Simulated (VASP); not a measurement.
Si, 16 atoms in the cell. The typed cell holds 16 atoms: a = 7.730 Å, b = 7.730 Å, c = 7.730 Å, α = 60.00°, β = 60.00°, γ = 60.00°. 

```yaml
Program: VASP 6.6.1
Task: single point
Functional: PBEsol
Potentials_or_basis: VASP PAW PBE potentials, release 64 (Si)
Cutoff: 500 eV
k_mesh: 2 × 2 × 2, shifted
Occupations: fermi-dirac, width 0.05 eV
Spin: collinear spin
Starting_moments: "[0.062, 0.062, 0.062, 0.062, 0.062, 0.062, 0.062, 0.062, 0.062, 0.062, 0.062, 0.062, 0.062, 0.062, 0.062, 0.062] μB"
Dipole_correction: no
Further_INCAR_settings: ALGO = Normal; EDIFF = 1e-06; NBANDS = 50
```

Potentials or basis: VASP PAW PBE potentials, release 64 (Si).

Command:

```sh
$ cat potpaw_PBE.64/Si/POTCAR > POTCAR
$ mpirun -np 1 vasp_std > vasp.out
```

Hardware: 1 thread of Intel(R) Xeon(R) Platinum 8259CL CPU @ 2.50GHz (Skylake/Cascade Lake), with other jobs on the host.

Question: Estimate the wall time of this run.

Answer: Wall time 9.8 min on 1 thread of Intel(R) Xeon(R) Platinum 8259CL CPU @ 2.50GHz (Skylake/Cascade Lake), with other jobs on the host, peak memory 0.72 GiB. Counts: scf iterations 15, k points 16.
